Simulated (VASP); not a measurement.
# AlAu2 (I4/mmm) in VASP: notebook

Runs on AlAu2. Level: LDA. Tasks: single point.

All numbers are computed with VASP 6.6.1; they aren't measurements. Logs are shortened: lines on timing, memory, paths and dates and some standing lists are left out, and cuts for length are marked.

### Step 1. The cell of the first run

Symmetry: I4/mmm, No. 139, tetragonal system. The conventional cell has a = 3.305 Å, b = 3.305 Å, c = 7.965 Å, α = 90.00°, β = 90.00°, γ = 90.00°. Within 3.5 Å of Al (site symmetry 4/mmm) lie 10 Au at 2.65 to 2.73 Å and 4 Al at 3.30 Å. Au (site symmetry 4mm) has 9 Au at 2.50 to 3.30 Å and 5 Al at 2.65 to 2.73 Å within 3.4 Å.

### Step 2. Single point, LDA

File INCAR:

```
SYSTEM = AlAu2
PREC = Accurate
ENCUT = 520
EDIFF = 1E-6
ISMEAR = 0
SIGMA = 0.15
LREAL = .FALSE.
LASPH = .TRUE.
NELM = 60
ALGO = Fast
ISIF = 2
LWAVE = .FALSE.
LCHARG = .FALSE.
NBANDS = 20
```

File KPOINTS:

```
Automatic mesh
0
G
  16 16 16
  0 0 0
```

File POSCAR:

```
AlAu2
1.0
   -1.6523234788      1.6523234788      3.9824500000
    1.6523234788     -1.6523234788      3.9824500000
    1.6523234788      1.6523234788     -3.9824500000
Al Au
1 2
Direct
    0.0000000000      0.0000000000      0.0000000000
    0.6570428093      0.6570428093      0.0000000000
    0.3429571907      0.3429571907      0.0000000000
```

Potentials or basis: VASP PAW LDA potentials, release 64 (Al, Au).

Run with:

```bash
$ cat potpaw_LDA.64/Al/POTCAR potpaw_LDA.64/Au/POTCAR > POTCAR
$ mpirun -np 1 vasp_std > vasp.out
```

OUTCAR:

```text
SYSTEM = AlAu2
   PREC = Accurate
   ENCUT = 520
   EDIFF = 1E-6
   ISMEAR = 0
   LREAL = .FALSE.
   LASPH = .TRUE.
   NELM = 60
   ISIF = 2

 ion  position               nearest neighbor table
   1  0.000  0.000  0.000-   2 2.65   2 2.65   2 2.65   3 2.65   2 2.65   3 2.65   3 2.65   3 2.65
                             2 2.73   3 2.73
   2  0.657  0.657  0.000-   3 2.50   1 2.65   1 2.65   1 2.65   1 2.65   1 2.73   3 2.77   3 2.77
                             3 2.77   3 2.77
   3  0.343  0.343  0.000-   2 2.50   1 2.65   1 2.65   1 2.65   1 2.65   1 2.73   2 2.77   2 2.77
                             2 2.77   2 2.77

  LATTYP: Found a body centered tetragonal cell.
 ALAT       =     3.3046469576
 C/A-ratio  =     2.4102120748

  Lattice vectors:

 A1 = (  -1.6523234788,   1.6523234788,   3.9824500000)
 A2 = (   1.6523234788,  -1.6523234788,   3.9824500000)
 A3 = (   1.6523234788,   1.6523234788,  -3.9824500000)

Analysis of symmetry for initial positions (statically):
=====================================================================
 Subroutine PRICEL returns:
 Original cell was already a primitive cell.

 Routine SETGRP: Setting up the symmetry group for a
 body centered tetragonal supercell.

 Subroutine GETGRP returns: Found 16 space group operations
 (whereof 16 operations were pure point group operations)
 out of a pool of 16 trial point group operations.

The static configuration has the point symmetry D_4h.

Analysis of symmetry for dynamics (positions and initial velocities):
=====================================================================
 Subroutine PRICEL returns:
 Original cell was already a primitive cell.

 Routine SETGRP: Setting up the symmetry group for a
 body centered tetragonal supercell.

 Subroutine GETGRP returns: Found 16 space group operations
 (whereof 16 operations were pure point group operations)
 out of a pool of 16 trial point group operations.

The dynamic configuration has the point symmetry D_4h.

 Subroutine INISYM returns: Found 16 space group operations
 (whereof 16 operations are pure point group operations),
 and found     1 'primitive' translations

----------------------------------------------------------------------------------------

                                     Primitive cell

  volume of cell :      43.4911

  direct lattice vectors                    reciprocal lattice vectors
    -1.652323479  1.652323479  3.982450000     0.000000000  0.302604185  0.125550854
     1.652323479 -1.652323479  3.982450000     0.302604185  0.000000000  0.125550854
     1.652323479  1.652323479 -3.982450000     0.302604185  0.302604185  0.000000000

  length of vectors
     4.617386031  4.617386031  4.617386031     0.327616101  0.327616101  0.427946943

  position of ions in fractional coordinates (direct lattice)
     0.000000000  0.000000000  0.000000000
     0.657042809  0.657042809  0.000000000
     0.342957191  0.342957191  0.000000000

  ion indices of the primitive-cell ions
   primitive index   ion index
                 1           1
                 2           2
                 3           3

----------------------------------------------------------------------------------------

 KPOINTS: Automatic mesh

Automatic generation of k-mesh.
 Grid dimensions read from file:
 generate k-points for:   16   16   16

 Generating k-lattice:

  Cartesian coordinates                     Fractional coordinates (reciprocal lattice)
     0.000000000  0.018912762  0.007846928     0.062500000  0.000000000 -0.000000000
     0.018912762  0.000000000  0.007846928     0.000000000  0.062500000 -0.000000000
     0.018912762  0.018912762  0.000000000     0.000000000  0.000000000  0.062500000

  Length of vectors
     0.020476006  0.020476006  0.026746684

  Shift w.r.t. Gamma in fractional coordinates (k-lattice)
     0.000000000  0.000000000  0.000000000

 Subroutine IBZKPT returns following result:
 ===========================================

 Found    349 irreducible k-points:

 Following reciprocal coordinates:
            Coordinates               Weight
  0.000000  0.000000  0.000000      1.000000
  0.062500  0.000000 -0.000000      8.000000
  0.125000  0.000000 -0.000000      8.000000
  0.187500  0.000000 -0.000000      8.000000
  0.250000  0.000000 -0.000000      8.000000
  0.312500  0.000000 -0.000000      8.000000
[... 16 lines left out ...]
 -0.125000  0.062500  0.000000     16.000000
 -0.062500  0.062500  0.000000      4.000000
 [... further k-points ...]
   k-points           NKPTS =    349   k-points in BZ     NKDIM =    349   number of bands    NBANDS=     20
   number of dos      NEDOS =    301   number of ions     NIONS =      3
   total plane-waves  NPLWV =  46656
   dimension x,y,z NGX =    36 NGY =   36 NGZ =   36
   dimension x,y,z NGXF=    72 NGYF=   72 NGZF=   72
   ions per type =               1   2
   NGX,Y,Z   is equivalent  to a cutoff of  12.96, 12.96, 12.96 a.u.
   NGXF,Y,Z  is equivalent  to a cutoff of  25.92, 25.92, 25.92 a.u.
 SYSTEM =  AlAu2
   PREC   = accura    normal or accurate (medium, high low for compatibility)
   ISTART =      0    job   : 0-new  1-cont  2-samecut
   ICHARG =      2    charge: 1-file 2-atom 10-const
   ISPIN  =      1    spin polarized calculation?
   LNONCOLLINEAR =      F non collinear calculations
   LSORBIT =      F    spin-orbit coupling
   LASPH  =      T    aspherical Exc in radial PAW
   ENCUT  =  520.0 eV  38.22 Ry    6.18 a.u.   8.59  8.59  8.59*2*pi/ulx,y,z
   NELM   =     60;   NELMIN=  2; NELMDL= -5     # of ELM steps
   EDIFF  = 0.1E-05   stopping-criterion for ELM
   LREAL  =      F    real-space projection
   EDIFFG = 0.1E-04   stopping-criterion for IOM
   NSW    =      0    number of steps for IOM
   IBRION =     -1    ionic relax: 0-MD 1-quasi-New 2-CG
   NFREE  =      0    steps in history (QN), initial steepest desc. (CG)
   ISIF   =      2    stress and relaxation
   ISYM   =      2    0-nonsym 1-usesym 2-fastsym
   POTIM  = 0.5000    time-step for ionic-motion
   TEBEG  =    0.0;   TEEND  =   0.0 temperature during run
   PSTRESS=    0.0 pullay stress
   NELECT =      25.0000    total number of electrons
   NUPDOWN=      -1.0000    fix difference up-down
   EMIN   =  10.00;   EMAX   =-10.00  energy-range for DOS
   EFERMI =   0.00;   METHOD = LEGACY
   ISMEAR =     0;   SIGMA  =   0.15  broadening in eV -4-tet -1-fermi 0-gaus
   EFERMI_NEDOS =   21; number of points for ismear=-14 and -15
   IALGO  =     68    algorithm
   IMIX   =      4    mixing-type and parameters
     AMIX     =   0.40;   BMIX     =  1.00
     AMIX_MAG =   1.60;   BMIX_MAG =  1.00
  volume/ion in A,a.u.               =      14.50        97.83
  Fermi-wavevector in a.u.,A,eV,Ry     =   1.361198  2.572291 25.209695  1.852860
  Thomas-Fermi vector in A             =   2.487795
   LORBIT       =      0    0 simple, 1 ext, 2 COOP (PROOUT), +10 PAW based schemes
   GGA     = CA    functional components
   LHFCALC =     F    Hartree Fock is set to
   AEXX    =    0.0000 exact exchange contribution
   IVDW    =     0    specifies the selected vdW correction
   LEPSILON=     F    determine dielectric tensor
   LRPA    =     F    only Hartree local field effects (RPA)
 non-spin polarized calculation
 RMM-DIIS sequential band-by-band and
 Gauss-broadening in eV      SIGMA  =   0.15
  energy-cutoff  :      520.00
  volume of cell :       43.49
 maximum number of plane-waves:      1192
   NGX = 17   NGY = 17   NGZ = 17

 number of electron      25.0000001 magnetization

 Free energy of the ion-electron system (eV)
  ---------------------------------------------------
  ext. energy  EPLUGINS =         0.00000000
  ---------------------------------------------------
  free energy    TOTEN  =       -13.81076338 eV

  energy without entropy =      -13.80243445  energy(sigma->0) =      -13.80659891

 E-fermi :  11.4596     XC(G=0): -12.9075

 val. band max:       11.4576596868   @ k =  -0.1875   0.0625   0.0000
 cond. band min:      11.4732438606   @ k =   0.3750   0.2500   0.1250
 fundamental gap:      0.0155841739
 Fermi energy:        11.4596006662

 k-point     1 :       0.0000    0.0000    0.0000
  band No.  band energies     occupation
      1      -0.6116      2.00000
      2       4.1563      2.00000
      3       4.3660      2.00000
      4       5.1456      2.00000
      5       5.4934      2.00000
      6       5.6605      2.00000
[... 12 lines left out ...]
     19      18.9484      0.00000
     20      20.4008      0.00000

 k-point     2 :       0.0625    0.0000   -0.0000
  band No.  band energies     occupation
      1      -0.5363      2.00000
      2       4.1655      2.00000
      3       4.3836      2.00000
      4       5.1004      2.00000
      5       5.2959      2.00000
      6       5.4897      2.00000
[... 12 lines left out ...]
     19      19.6749      0.00000
     20      21.1116      0.00000

 k-point     3 :       0.1250    0.0000   -0.0000
  band No.  band energies     occupation
      1      -0.3131      2.00000
      2       4.1585      2.00000
      3       4.4556      2.00000
      4       4.8452      2.00000
      5       5.0555      2.00000
      6       5.4385      2.00000
[... 12 lines left out ...]
     19      20.9777      0.00000
     20      22.2461      0.00000

 k-point     4 :       0.1875    0.0000   -0.0000
  band No.  band energies     occupation
      1       0.0502      2.00000
      2       4.0883      2.00000
      3       4.4448      2.00000
      4       4.6216      2.00000
      5       4.8529      2.00000
      6       5.5819      2.00000
[... 12 lines left out ...]
     19      22.2773      0.00000
     20      23.0537      0.00000

 k-point     5 :       0.2500    0.0000   -0.0000
  band No.  band energies     occupation
      1       0.5382      2.00000
      2       3.8660      2.00000
      3       4.2570      2.00000
      4       4.6996      2.00000
      5       4.7024      2.00000
      6       5.5814      2.00000
[... 12 lines left out ...]
     19      23.0633      0.00000
     20      23.6588      0.00000

 k-point     6 :       0.3125    0.0000   -0.0000
  band No.  band energies     occupation
      1       1.1239      2.00000
      2       3.5545      2.00000
      3       4.1997      2.00000
      4       4.6108      2.00000
      5       4.7182      2.00000
      6       5.3499      2.00000
[... 12 lines left out ...]
     19      22.8988      0.00000
     20      23.6733      0.00000

 k-point     7 :       0.3750    0.0000   -0.0000
  band No.  band energies     occupation
      1       1.7585      2.00000
      2       3.2831      2.00000
      3       4.1868      2.00000
      4       4.5791      2.00000
      5       4.6411      2.00000
      6       5.1307      2.00000
[... 12 lines left out ...]
     19      22.4428      0.00000
     20      23.7001      0.00000
[... 277 lines left out ...]
 k-point    20 :      -0.3125    0.0625    0.0000
  band No.  band energies     occupation
      1       1.0833      2.00000
      2       3.6259      2.00000
      3       4.2469      2.00000
      4       4.5809      2.00000
      5       4.8329      2.00000
      6       5.3859      2.00000
[... 12 lines left out ...]
     19      22.0924      0.00000
     20      23.9442      0.00000

 k-point    21 :      -0.2500    0.0625    0.0000
  band No.  band energies     occupation
      1       0.5171      2.00000
      2       3.9696      2.00000
      3       4.2898      2.00000
      4       4.6780      2.00000
      5       4.8055      2.00000
      6       5.5789      2.00000
[... 12 lines left out ...]
     19      22.8320      0.00000
     20      23.6707      0.00000

 k-point    22 :      -0.1875    0.0625    0.0000
  band No.  band energies     occupation
      1       0.0523      2.00000
      2       4.2338      2.00000
      3       4.4345      2.00000
      4       4.6726      2.00000
      5       4.8509      2.00000
      6       5.4392      2.00000
[... 12 lines left out ...]
     19      22.3423      0.00000
     20      23.4500      0.00000

 k-point    23 :      -0.1250    0.0625    0.0000
  band No.  band energies     occupation
      1      -0.2865      2.00000
      2       4.2758      2.00000
      3       4.4982      2.00000
      4       4.7594      2.00000
      5       5.0905      2.00000
      6       5.3324      2.00000
[... 12 lines left out ...]
     19      20.9989      0.00000
     20      22.7836      0.00000

 k-point    24 :      -0.0625    0.0625    0.0000
  band No.  band energies     occupation
      1      -0.4851      2.00000
      2       4.2293      2.00000
      3       4.4107      2.00000
      4       5.0026      2.00000
      5       5.2721      2.00000
      6       5.3871      2.00000
[... 12 lines left out ...]
     19      19.7607      0.00000
     20      21.7015      0.00000

 [... further k-points ...]

------------------------ aborting loop because EDIFF is reached ----------------------------------------

  FORCE on cell =-STRESS in cart. coord.  units (eV):
  Direction    XX          YY          ZZ          XY          YZ          ZX
  --------------------------------------------------------------------------------------
  -------------------------------------------------------------------------------------
  Total        4.1257089      4.1257089      9.5219698      0.0000000      0.0000000      0.0000000
  in kB      151.9877873    151.9877873    350.7816866      0.0000000      0.0000000      0.0000000
  external PRESSURE =     218.2524204 kB  Pullay stress =       0.0000000 kB

 VOLUME and BASIS-vectors are now :
 -----------------------------------------------------------------------------
  energy-cutoff  :      520.00
  volume of cell :       43.49
      direct lattice vectors                 reciprocal lattice vectors
    -1.652323479  1.652323479  3.982450000     0.000000000  0.302604185  0.125550854
     1.652323479 -1.652323479  3.982450000     0.302604185  0.000000000  0.125550854
     1.652323479  1.652323479 -3.982450000     0.302604185  0.302604185  0.000000000

 POSITION                                       TOTAL-FORCE (eV/Angst)
 -----------------------------------------------------------------------------------
      0.00000      0.00000      0.00000        -0.000000     -0.000000     -0.000000
      0.00000      0.00000      5.23328         0.000000      0.000000      1.640865
      0.00000      0.00000      2.73162        -0.000000     -0.000000     -1.640865
 -----------------------------------------------------------------------------------
    total drift:                                0.000000      0.000000     -0.000000

  FREE ENERGIE OF THE ION-ELECTRON SYSTEM (eV)
  ---------------------------------------------------
  free  energy   TOTEN  =       -13.8107633777 eV

  energy  without entropy=      -13.8024344483  energy(sigma->0) =      -13.80659891
```

It took 9.1 min on 1 thread of Intel Xeon 8259CL, shared host; peak memory 0.4 GiB.

Results:

```
Free energy            : -13.8108 eV
Pressure               : 21.8 GPa
Largest force          : 1.641 eV/Å
Band gap on the k mesh : zero (an odd number of electrons rules out a gap without spin polarisation)
```

Forces on the atoms (eV/Å):
```
Al   0.000  0.000  0.000
Au   0.000  0.000  1.641
Au   0.000  0.000 -1.641
```

Caveat: the stress differs along the axes, from 15 to 35 GPa; spin-orbit coupling is left out, which moves the levels of the heavy elements; forces of over 1 eV/Å act on the atoms, so gaps and moduli don't describe the material at rest.

### Step 3. Single point, LDA

This run uses another cell than the first one, of 14.62 Å³/atom.

File INCAR:

```
SYSTEM = AlAu2
PREC = Accurate
ENCUT = 520
EDIFF = 1E-7
ISMEAR = 0
SIGMA = 0.15
LREAL = .FALSE.
LASPH = .TRUE.
NELM = 80
ALGO = Fast
ISIF = 2
LWAVE = .FALSE.
LCHARG = .TRUE.
GGA = CA
LELF = .TRUE.
LVHAR = .TRUE.
NBANDS = 20
```

KPOINTS is that of step 2.

File POSCAR:

```
AlAu2
1.0
   -1.6358000000      1.6358000000      4.0978500000
    1.6358000000     -1.6358000000      4.0978500000
    1.6358000000      1.6358000000     -4.0978500000
Al Au
1 2
Direct
    0.0000000000      0.0000000000      0.0000000000
    0.6570428093      0.6570428093      0.0000000000
    0.3429571907      0.3429571907      0.0000000000
```

Potentials or basis: VASP PAW LDA potentials, release 64 (Al, Au).

Run with:

```bash
$ cat potpaw_LDA.64/Al/POTCAR potpaw_LDA.64/Au/POTCAR > POTCAR
$ mpirun -np 1 vasp_std > vasp.out
```

Run time: 13 min. Hardware: 1 thread of Intel Xeon 8259CL, shared host; peak memory 0.4 GiB.

It converged, with:

| Item | Value |
| --- | --- |
| Free energy | -13.9632 eV |
| Pressure | 17.4 GPa |
| Largest force | 0.789 eV/Å |
| Band gap on the k mesh | zero (an odd number of electrons rules out a gap without spin polarisation) |

Forces in eV/Å, atoms in the order of the input:
```
Al   0.000  0.000  0.000
Au   0.000  0.000  0.789
Au   0.000  0.000 -0.789
```

Stress tensor (GPa, compression positive):
```
13.81  0.00  0.00
 0.00 13.81  0.00
 0.00  0.00 24.67
```

Levels at points of the mesh, in eV from the Fermi level:
| k point | band 9 | band 10 | band 11 | band 12 | band 13 | band 14 | band 15 | band 16 | band 17 | band 18 |
| --- | --- | --- | --- | --- | --- | --- | --- | --- | --- | --- |
| (0.00, 0.00, 0.00) | -5.19 | -5.19 | -3.64 | -0.75 | 2.33 | 6.32 | 6.32 | 6.78 | 6.78 | 7.36 |
| (0.50, 0.00, 0.00) | -4.34 | -3.48 | -3.40 | -3.24 | -2.29 | 2.57 | 7.87 | 7.90 | 8.65 | 8.81 |
| (0.50, 0.50, 0.00) | -3.80 | -3.53 | -3.53 | -1.55 | 0.76 | 1.51 | 2.40 | 2.51 | 6.46 | 6.66 |
| (0.50, 0.50, 0.50) | -3.99 | -3.63 | -3.63 | -2.74 | 2.42 | 2.42 | 7.35 | 7.72 | 7.92 | 11.59 |

Caveat: the stress differs along the axes, from 14 to 25 GPa; spin-orbit coupling is left out, which moves the levels of the heavy elements.

(Part 1 of 2 ends here.)
